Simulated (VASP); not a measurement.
Crystal: AlRu.

```xyz
2
Lattice="2.9916 0.0000 0.0000 0.0000 2.9916 0.0000 0.0000 0.0000 2.9916" Properties=species:S:1:pos:R:3 pbc="T T T"
Ru    1.4958    1.4958    1.4958
Al    0.0000    0.0000    0.0000
```

```yaml
Program: VASP 6.6.1
Task: relaxation of cell and atoms
Functional: revPBE
Dispersion: D4
Potentials_or_basis: VASP PAW PBE potentials, release 64 (Ru_pv, Al)
Cutoff: 600 eV
k_mesh: 9 × 9 × 9
Occupations: fermi-dirac, width 0.05 eV
Spin: no spin polarisation
```

At the start: pressure -4.2 GPa; volume 13.39 Å³/atom.

Q: How do energy, volume and symmetry change on relaxing?

A: Over 3 steps the energy falls by 3.6 meV/atom and the volume is 13.12 Å³/atom (-2.0 %); space group Pm-3m (No. 221, to 0.05 Å).

The path:
```tsv
step	energy change (eV)	largest force (eV/Å)	pressure (GPa)	volume (Å³)
1	0.0000	0.0000	-4.23	26.77
2	0.0109	0.0000	7.42	25.43
3	-0.0073	0.0000	-0.02	26.24
```

Final structure:
```
Ru Al
1.0
     2.97162    0.00000    0.00000
     0.00000    2.97162    0.00000
     0.00000    0.00000    2.97162
Ru Al
1 1
Direct
  0.50000 0.50000 0.50000
  0.00000 0.00000 0.00000
```

Caveat: the PAW data sets were made with another functional, which shifts forces and pressure a little; pairwise dispersion overbinds metals, which lowers pressure and volume.
